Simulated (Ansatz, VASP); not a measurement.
**Two plane-wave programs on Zr**

```xyz
1
Lattice="0.0000 2.2316 2.2316 2.2316 0.0000 2.2316 2.2316 2.2316 0.0000" Properties=species:S:1:pos:R:3 pbc="T T T"
Zr    0.0000    0.0000    0.0000
```

Alike in both runs: functional PBEsol; k mesh 16 × 16 × 16; occupations gaussian, width 0.1 eV; no spin polarisation.

Ansatz relaxed the structure, and its values are those at the end. VASP's run is a single point on that final structure, the one shown.

|  | VASP | Ansatz |
| --- | --- | --- |
| version | VASP 6.6.1 | Ansatz 0.2.0 |
| potentials or method | VASP PAW PBE potentials, release 64 (Zr_sv), cutoff 520 eV | scalar-relativistic, plane waves, PAW |
| valence electrons in the cell | 12 | 12 |

|  | VASP | Ansatz | Ansatz less VASP |
| --- | --- | --- | --- |
| gap on the k mesh at the Fermi level (eV) | none | none | - |
| pressure (GPa) | 0.0 | 0.0 | -0.01 |

VASP's potentials were made for PBE, not for PBEsol. A gap of «none» marks a metal or a gap that the smearing closes.
